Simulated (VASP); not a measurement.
Here is a VASP 6.6.1 calculation.

The input INCAR:

```
SYSTEM = La2O3
PREC = Accurate ; ENCUT = 520
EDIFF = 1E-6 ; ISMEAR = -1
SIGMA = 0.05 ; LREAL = .FALSE.
LASPH = .TRUE. ; NELM = 80
ALGO = Normal ; ISIF = 2
LWAVE = .FALSE. ; LCHARG = .TRUE.
GGA = CA ; LELF = .TRUE.
LVHAR = .TRUE. ; NBANDS = 28
```

The input KPOINTS:

```
regular mesh
0
G
  5 5 8
  0 0 0
```

POSCAR

```
La2O3
1.0
    6.2667802772      0.0000000000      0.0000000000
   -3.1333901386      5.4271909200      0.0000000000
    0.0000000000      0.0000000000      3.2997660000
La O
2 3
Direct
    0.6666666667      0.3333333333      0.5000000000
    0.3333333333      0.6666666667      0.5000000000
    0.5080139900      0.0000000000      0.0000000000
    0.0000000000      0.5080139900      0.0000000000
    0.4919860100      0.4919860100      0.0000000000
```

Potentials or basis: VASP PAW LDA potentials, release 64 (La, O).

Launch:

```console
$ cat potpaw_LDA.64/La/POTCAR potpaw_LDA.64/O/POTCAR > POTCAR
$ mpirun -np 1 vasp_std > vasp.out
```

(1) What does it give for the pressure?

(2) What does it give for the largest force?

Answers

(1) -3.3 GPa.

(2) 0.073 eV/Å.

Caveat: the cell stands under tension.
